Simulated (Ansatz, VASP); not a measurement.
**Two plane-wave programs on As**

```
As
1.0
     1.79508    1.03639    5.05426
    -1.79508    1.03639    5.05426
     0.00000   -2.07278    5.05426
As
2
Direct
  0.78834 0.78834 0.78834
  0.21166 0.21166 0.21166
```

Alike in both runs: task single point; functional r2SCAN; k mesh 4 × 4 × 4; occupations fermi-dirac, width 0.1 eV; no spin polarisation.

|  | VASP | Ansatz |
| --- | --- | --- |
| version | VASP 6.6.1 | Ansatz 0.2.0 |
| potentials or method | VASP PAW PBE potentials, release 64 (As), cutoff 520 eV | plane waves (500 eV) with PAW, scalar-relativistic |
| valence electrons in the cell | 10 | 30 |

```csv
,VASP,Ansatz,Ansatz less VASP
pressure (GPa),0.8,0.7,-0.13
"traceless stress, the component that is largest in VASP (GPa)",-1.36,-1.45,-0.084
```

VASP's potentials were made for PBE, not for r2SCAN. The functional is the same, so the differences come from potentials, cutoffs and numerics. VASP's potentials hold 10 valence electrons a cell and Ansatz's 30, so a difference there can come from the potentials and not from the codes.

The k mesh is coarse, so the values compare programs but aren't converged.
